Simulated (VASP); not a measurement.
Runs of VASP 6.6.1 on As. The structure is that of space group Pm-3m (No. 221), or close to it. The cells are those of the table. 

```tsv
cell	gap on the mesh (eV)	pressure (GPa)
a = 2.623, b = 2.623, c = 2.704 Å, 1 atom	none	3.3
a = 2.704, b = 2.704, c = 2.623 Å, 1 atom	none	(a)
a = 2.623, b = 2.623, c = 2.785 Å, 1 atom	none	0.7
a = 2.785 Å, 1 atom	none	(b)
a = 2.623 Å, 1 atom	none	6.8
a = 2.623, b = 2.623, c = 2.663 Å, 1 atom	none	5.0
a = 2.704, b = 2.704, c = 2.785 Å, 1 atom	none	(c)
a = 2.785, b = 2.785, c = 2.623 Å, 1 atom	none	-4.3
a = 2.785, b = 2.785, c = 2.704 Å, 1 atom	none	-6.6
```

Alike in all rows: task single point; level LDA; potentials or basis VASP PAW LDA potentials, release 64 (As); no spin polarisation; k mesh 18 × 18 × 18; cutoff (eV) 520; smearing gaussian 0.15 eV.

Fill in the values left out.

(a) 0.3; (b) -8.4; (c) -4.7.

Caveats: the cell stands under tension (at least some runs); the cell stands under pressure (at least some runs).

A k mesh can miss the band edges, and the runs leave out spin-orbit coupling on As.

A gap of «none» marks levels without a gap at the run's occupations.
